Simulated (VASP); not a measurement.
Here is a VASP 6.6.1 calculation.

INCAR

```
  ALGO = Fast
  EDIFF = 1E-6
  ENCUT = 520
  GGA = PS
  ISIF = 2
  ISMEAR = 0
  LASPH = T
  LCHARG = T
  LELF = T
  LREAL = F
  LVHAR = T
  LWAVE = F
  NBANDS = 13
  NELM = 80
  PREC = Accurate
  SIGMA = 0.15
```

File KPOINTS:

```
k-points
0
Gamma
  24 24 24
```

POSCAR

```
W
1.0
   -1.5473513207      1.5473513207      1.7020864528
    1.5473513207     -1.5473513207      1.7020864528
    1.5473513207      1.5473513207     -1.7020864528
W
1
Direct
    0.0000000000      0.0000000000      0.0000000000
```

Potentials or basis: VASP PAW PBE potentials, release 64 (W_sv).

Command:

```console
$ cat potpaw_PBE.64/W_sv/POTCAR > POTCAR
$ mpirun -np 1 vasp_std > vasp.out
```

Predict the pressure.

-9.6 GPa.

What does it give for the band gap on the k mesh?

Zero (bands 7 and 8 overlap by 5.69 eV).

Stress tensor (GPa, compression positive):
```
 -1.45   0.00   0.00
  0.00  -1.45   0.00
  0.00   0.00 -26.00
```

Caveat: the cell stands under tension; the PAW data sets were made with another functional, which shifts forces and pressure a little; spin-orbit coupling is left out, which moves the levels of the heavy elements.
